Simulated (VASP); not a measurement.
Runs of VASP 6.6.1 on Al2Te2O. The structure is that of space group P-3m1 (No. 164), or close to it. The cells are those of the table. 

```tsv
task	cell	k mesh	cutoff (eV)	gap on the mesh (eV)	pressure (GPa)	relaxed volume (Å³/atom)	largest force (eV/Å)
relaxation of cell and atoms	relaxed from a = 2.872, b = 2.872, c = 7.836 Å, angles 90.0, 90.0, 120.0°, 5 atoms	6 × 6 × 2	600	none	0.0	19.72	0.04
single point	a = 3.525, b = 3.525, c = 9.186 Å, angles 90.0, 90.0, 120.0°, 5 atoms	12 × 12 × 4	520	none	0.1	-	(b)
relaxation of cell and atoms	relaxed from a = 3.504, b = 3.504, c = 9.350 Å, angles 90.0, 90.0, 120.0°, 5 atoms	12 × 12 × 4	600	none	0.0	(a)	0.01
single point	a = 3.504, b = 3.504, c = 9.350 Å, angles 90.0, 90.0, 120.0°, 5 atoms	6 × 6 × 2	520	none	0.4	-	0.06
```

Alike in all rows: level PBE+D3(BJ); potentials or basis VASP PAW PBE potentials, release 64 (Al, Te, O); no spin polarisation; smearing gaussian 0.1 eV.

Question: Fill in the values left out.

Answer: (a) 19.73; (b) 0.03.

Caveats: some runs use coarse meshes; spin-orbit coupling is left out, which moves the levels of the heavy elements; the volume moved by over 15 % at a fixed basis, so the end points are rough (some runs).

A k mesh can miss the band edges, and the runs leave out spin-orbit coupling on Te.

A gap of «none» marks levels without a gap at the run's occupations.
